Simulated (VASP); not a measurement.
# AlIn2 (P4/mmm) in VASP: further runs

Runs on AlIn2. Level: PBE. Tasks: single point, relaxation of cell and atoms.

All numbers are computed with VASP 6.6.1; they aren't measurements. Logs are shortened: lines on timing, memory, paths and dates and some standing lists are left out, and cuts for length are marked.

**1. The cell of the first run**

It takes space group P4/mmm (No. 123, tetragonal). Conventional cell: a = 5.571 Å, b = 5.571 Å, c = 3.010 Å, α = 90.00°, β = 90.00°, γ = 90.00°. Within 3.7 Å of Al (site symmetry 4/mmm) lie 4 In at 2.79 Å and 2 Al at 3.01 Å. Within 3.7 Å of In (site symmetry mmm) lie 2 Al at 2.79 Å and 2 In at 3.01 Å.

**2. Single point, PBE**

File INCAR:

```
PREC = Accurate
ENCUT = 520
EDIFF = 1E-6
ISMEAR = 0
SIGMA = 0.1
LREAL = F
LASPH = T
NELM = 100
ALGO = Normal
ISIF = 2
LWAVE = F
LCHARG = F
GGA = PE
NBANDS = 22
```

File KPOINTS:

```
regular mesh
0
Gamma
  8 8 14
```

File POSCAR:

```
AlIn2
1.0
    5.5709550172      0.0000000000      0.0000000000
    0.0000000000      5.5709550172      0.0000000000
    0.0000000000      0.0000000000      3.0099594968
Al In
1 2
Direct
    0.0000000000      0.0000000000      0.0000000000
    0.0000000000      0.5000000000      0.0000000000
    0.5000000000      0.0000000000      0.0000000000
```

Potentials or basis: VASP PAW PBE potentials, release 64 (Al, In_d).

Started as:

```console
$ cat potpaw_PBE.64/Al/POTCAR potpaw_PBE.64/In_d/POTCAR > POTCAR
$ mpirun -np 1 vasp_std > vasp.out
```

OUTCAR:

```text
PREC = Accurate
   ENCUT = 520
   EDIFF = 1E-6
   ISMEAR = 0
   LREAL = F
   LASPH = T
   NELM = 100
   ISIF = 2
   GGA = PE

 ion  position               nearest neighbor table
   1  0.000  0.000  0.000-   2 2.79   3 2.79   2 2.79   3 2.79
   2  0.000  0.500  0.000-   1 2.79   1 2.79   3 3.94   3 3.94   3 3.94   3 3.94
   3  0.500  0.000  0.000-   1 2.79   1 2.79   2 3.94   2 3.94   2 3.94   2 3.94

  LATTYP: Found a simple tetragonal cell.
 ALAT       =     5.5709550172
 C/A-ratio  =     0.5402950639

  Lattice vectors:

 A1 = (   5.5709550172,   0.0000000000,   0.0000000000)
 A2 = (   0.0000000000,   5.5709550172,   0.0000000000)
 A3 = (   0.0000000000,   0.0000000000,   3.0099594968)

Analysis of symmetry for initial positions (statically):
=====================================================================
 Subroutine PRICEL returns:
 Original cell was already a primitive cell.

 Routine SETGRP: Setting up the symmetry group for a
 simple tetragonal supercell.

 Subroutine GETGRP returns: Found 16 space group operations
 (whereof 16 operations were pure point group operations)
 out of a pool of 16 trial point group operations.

The static configuration has the point symmetry D_4h.

Analysis of symmetry for dynamics (positions and initial velocities):
=====================================================================
 Subroutine PRICEL returns:
 Original cell was already a primitive cell.

 Routine SETGRP: Setting up the symmetry group for a
 simple tetragonal supercell.

 Subroutine GETGRP returns: Found 16 space group operations
 (whereof 16 operations were pure point group operations)
 out of a pool of 16 trial point group operations.

The dynamic configuration has the point symmetry D_4h.

 Subroutine INISYM returns: Found 16 space group operations
 (whereof 16 operations are pure point group operations),
 and found     1 'primitive' translations

----------------------------------------------------------------------------------------

                                     Primitive cell

  volume of cell :      93.4157

  direct lattice vectors                    reciprocal lattice vectors
     5.570955017  0.000000000  0.000000000     0.179502437  0.000000000  0.000000000
     0.000000000  5.570955017  0.000000000     0.000000000  0.179502437  0.000000000
     0.000000000  0.000000000  3.009959497     0.000000000  0.000000000  0.332230384

  length of vectors
     5.570955017  5.570955017  3.009959497     0.179502437  0.179502437  0.332230384

  position of ions in fractional coordinates (direct lattice)
     0.000000000  0.000000000  0.000000000
     0.000000000  0.500000000  0.000000000
     0.500000000  0.000000000  0.000000000

  ion indices of the primitive-cell ions
   primitive index   ion index
                 1           1
                 2           2
                 3           3

----------------------------------------------------------------------------------------

 KPOINTS: regular mesh

Automatic generation of k-mesh.
 Grid dimensions read from file:
 generate k-points for:    8    8   14

 Generating k-lattice:

  Cartesian coordinates                     Fractional coordinates (reciprocal lattice)
     0.022437805  0.000000000  0.000000000     0.125000000  0.000000000  0.000000000
     0.000000000  0.022437805  0.000000000     0.000000000  0.125000000  0.000000000
     0.000000000  0.000000000  0.023730742     0.000000000  0.000000000  0.071428571

  Length of vectors
     0.022437805  0.022437805  0.023730742

  Shift w.r.t. Gamma in fractional coordinates (k-lattice)
     0.000000000  0.000000000  0.000000000

 Subroutine IBZKPT returns following result:
 ===========================================

 Found    120 irreducible k-points:

 Following reciprocal coordinates:
            Coordinates               Weight
  0.000000  0.000000  0.000000      1.000000
  0.125000  0.000000  0.000000      4.000000
  0.250000  0.000000  0.000000      4.000000
  0.375000  0.000000  0.000000      4.000000
  0.500000  0.000000  0.000000      2.000000
  0.125000  0.125000  0.000000      4.000000
[... 16 lines left out ...]
  0.375000  0.125000  0.071429     16.000000
  0.500000  0.125000  0.071429      8.000000
 [... further k-points ...]
   k-points           NKPTS =    120   k-points in BZ     NKDIM =    120   number of bands    NBANDS=     22
   number of dos      NEDOS =    301   number of ions     NIONS =      3
   total plane-waves  NPLWV =  42336
   dimension x,y,z NGX =    42 NGY =   42 NGZ =   24
   dimension x,y,z NGXF=    84 NGYF=   84 NGZF=   48
   ions per type =               1   2
   NGX,Y,Z   is equivalent  to a cutoff of  12.53, 12.53, 13.26 a.u.
   NGXF,Y,Z  is equivalent  to a cutoff of  25.07, 25.07, 26.51 a.u.
 SYSTEM =  unknown system
   PREC   = accura    normal or accurate (medium, high low for compatibility)
   ISTART =      0    job   : 0-new  1-cont  2-samecut
   ICHARG =      2    charge: 1-file 2-atom 10-const
   ISPIN  =      1    spin polarized calculation?
   LNONCOLLINEAR =      F non collinear calculations
   LSORBIT =      F    spin-orbit coupling
   LASPH  =      T    aspherical Exc in radial PAW
   ENCUT  =  520.0 eV  38.22 Ry    6.18 a.u.  10.36 10.36  5.60*2*pi/ulx,y,z
   NELM   =    100;   NELMIN=  2; NELMDL= -5     # of ELM steps
   EDIFF  = 0.1E-05   stopping-criterion for ELM
   LREAL  =      F    real-space projection
[... 7 lines left out ...]
   TEBEG  =    0.0;   TEEND  =   0.0 temperature during run
   PSTRESS=    0.0 pullay stress
   NELECT =      29.0000    total number of electrons
   NUPDOWN=      -1.0000    fix difference up-down
   EMIN   =  10.00;   EMAX   =-10.00  energy-range for DOS
   EFERMI =   0.00;   METHOD = LEGACY
   ISMEAR =     0;   SIGMA  =   0.10  broadening in eV -4-tet -1-fermi 0-gaus
   EFERMI_NEDOS =   21; number of points for ismear=-14 and -15
   IALGO  =     38    algorithm
   IMIX   =      4    mixing-type and parameters
     AMIX     =   0.40;   BMIX     =  1.00
     AMIX_MAG =   1.60;   BMIX_MAG =  1.00
  volume/ion in A,a.u.               =      31.14       210.13
  Fermi-wavevector in a.u.,A,eV,Ry     =   1.108496  2.094754 16.718344  1.228764
  Thomas-Fermi vector in A             =   2.245024
   LORBIT       =      0    0 simple, 1 ext, 2 COOP (PROOUT), +10 PAW based schemes
   GGA     = PE    functional components
   LHFCALC =     F    Hartree Fock is set to
   AEXX    =    0.0000 exact exchange contribution
   IVDW    =     0    specifies the selected vdW correction
   LEPSILON=     F    determine dielectric tensor
   LRPA    =     F    only Hartree local field effects (RPA)
 non-spin polarized calculation
 Gauss-broadening in eV      SIGMA  =   0.10
  energy-cutoff  :      520.00
  volume of cell :       93.42
 maximum number of plane-waves:      2548
 NGX is ok and might be reduce to    42
   NGX = 21   NGY = 21   NGZ = 11

 number of electron      29.0000021 magnetization

 Free energy of the ion-electron system (eV)
  ---------------------------------------------------
  ext. energy  EPLUGINS =         0.00000000
  ---------------------------------------------------
  free energy    TOTEN  =        -7.83153256 eV

  energy without entropy =       -7.82187367  energy(sigma->0) =       -7.82670311

 E-fermi :   4.5848     XC(G=0):  -8.6986

 val. band max:        4.5709728033   @ k =   0.2500   0.0000   0.5000
 cond. band min:       4.5893340413   @ k =   0.5000   0.3750   0.4286
 fundamental gap:      0.0183612380
 Fermi energy:         4.5848427674

 k-point     1 :       0.0000    0.0000    0.0000
  band No.  band energies     occupation
      1     -10.3279      2.00000
      2     -10.2937      2.00000
      3     -10.0602      2.00000
      4     -10.0096      2.00000
      5      -9.9681      2.00000
      6      -9.8779      2.00000
[... 14 lines left out ...]
     21      13.7738      0.00000
     22      14.9353      0.00000

 k-point     2 :       0.1250    0.0000    0.0000
  band No.  band energies     occupation
      1     -10.3264      2.00000
      2     -10.2948      2.00000
      3     -10.0559      2.00000
      4     -10.0049      2.00000
      5      -9.9707      2.00000
      6      -9.8832      2.00000
[... 14 lines left out ...]
     21      13.2832      0.00000
     22      14.1692      0.00000

 k-point     3 :       0.2500    0.0000    0.0000
  band No.  band energies     occupation
      1     -10.3221      2.00000
      2     -10.2980      2.00000
      3     -10.0440      2.00000
      4      -9.9913      2.00000
      5      -9.9784      2.00000
      6      -9.8982      2.00000
[... 14 lines left out ...]
     21      12.0498      0.00000
     22      14.0338      0.00000

 k-point     4 :       0.3750    0.0000    0.0000
  band No.  band energies     occupation
      1     -10.3160      2.00000
      2     -10.3029      2.00000
      3     -10.0274      2.00000
      4      -9.9908      2.00000
      5      -9.9707      2.00000
      6      -9.9203      2.00000
[... 14 lines left out ...]
     21      12.2831      0.00000
     22      14.0055      0.00000

 k-point     5 :       0.5000    0.0000    0.0000
  band No.  band energies     occupation
      1     -10.3100      2.00000
      2     -10.3085      2.00000
      3     -10.0136      2.00000
      4     -10.0028      2.00000
      5      -9.9463      2.00000
      6      -9.9454      2.00000
[... 417 lines left out ...]
 k-point    22 :       0.2500    0.1250    0.0714
  band No.  band energies     occupation
      1     -10.2899      2.00000
      2     -10.2665      2.00000
      3     -10.0382      2.00000
      4      -9.9857      2.00000
      5      -9.9784      2.00000
      6      -9.9004      2.00000
[... 14 lines left out ...]
     21      12.0662      0.00000
     22      13.6975      0.00000

 k-point    23 :       0.3750    0.1250    0.0714
  band No.  band energies     occupation
      1     -10.2841      2.00000
      2     -10.2714      2.00000
      3     -10.0230      2.00000
      4      -9.9898      2.00000
      5      -9.9666      2.00000
      6      -9.9205      2.00000
[... 14 lines left out ...]
     21      13.2366      0.00000
     22      13.5318      0.00000

 k-point    24 :       0.5000    0.1250    0.0714
  band No.  band energies     occupation
      1     -10.2783      2.00000
      2     -10.2769      2.00000
      3     -10.0100      2.00000
      4     -10.0011      2.00000
      5      -9.9442      2.00000
      6      -9.9433      2.00000
[... 14 lines left out ...]
     21      13.1076      0.00000
     22      13.7988      0.00000

 [... further k-points ...]
[... 5 lines left out ...]
  --------------------------------------------------------------------------------------
  -------------------------------------------------------------------------------------
  Total       -0.0313733     -0.0313733     -0.0181224      0.0000000     -0.0000000      0.0000000
  in kB       -0.5380857     -0.5380857     -0.3108182      0.0000000     -0.0000000      0.0000000
  external PRESSURE =      -0.4623299 kB  Pullay stress =       0.0000000 kB

 VOLUME and BASIS-vectors are now :
 -----------------------------------------------------------------------------
  energy-cutoff  :      520.00
  volume of cell :       93.42
      direct lattice vectors                 reciprocal lattice vectors
     5.570955017  0.000000000  0.000000000     0.179502437  0.000000000  0.000000000
     0.000000000  5.570955017  0.000000000     0.000000000  0.179502437  0.000000000
     0.000000000  0.000000000  3.009959497     0.000000000  0.000000000  0.332230384

 POSITION                                       TOTAL-FORCE (eV/Angst)
 -----------------------------------------------------------------------------------
      0.00000      0.00000      0.00000         0.000000      0.000000      0.000000
      0.00000      2.78548      0.00000         0.000000      0.000000      0.000000
      2.78548      0.00000      0.00000         0.000000      0.000000      0.000000
 -----------------------------------------------------------------------------------
    total drift:                                0.000000      0.000000     -0.000000

  FREE ENERGIE OF THE ION-ELECTRON SYSTEM (eV)
  ---------------------------------------------------
  free  energy   TOTEN  =        -7.8315325560 eV

  energy  without entropy=       -7.8218736740  energy(sigma->0) =       -7.82670311
```

Run time: 2.6 min. Hardware: 1 thread of Intel Xeon Platinum 8488C (Sapphire Rapids), shared host; peak memory 0.34 GiB.

Results:

| Property | Result |
| --- | --- |
| Free energy | -7.8315 eV |
| Pressure | 0.0 GPa |

Levels at points of the mesh, in eV from the Fermi level:
```tsv
k point	band 11	band 12	band 13	band 14	band 15	band 16	band 17	band 18	band 19	band 20
(0.00, 0.00, 0.00)	-8.61	-5.13	-2.88	-2.88	-2.14	1.92	1.92	4.62	4.66	7.22
(0.50, 0.00, 0.00)	-7.91	-6.84	-3.38	-2.40	0.13	0.34	3.15	3.39	7.83	8.74
(0.50, 0.50, 0.00)	-6.72	-6.63	-6.63	-2.17	2.21	3.70	3.70	3.97	4.08	7.26
(0.00, 0.00, 0.50)	-5.03	-3.27	-1.11	-0.20	-0.20	-0.15	1.52	2.07	3.95	3.95
(0.50, 0.00, 0.50)	-4.44	-3.18	-2.55	-1.43	0.22	0.47	1.06	3.21	3.78	4.28
(0.50, 0.50, 0.50)	-3.58	-2.94	-2.94	-1.34	-1.31	-1.31	0.99	4.09	4.86	6.85
```

Caveat: spin-orbit coupling is left out, which moves the levels of the heavy elements.

(Continued in part 2 of 2.)
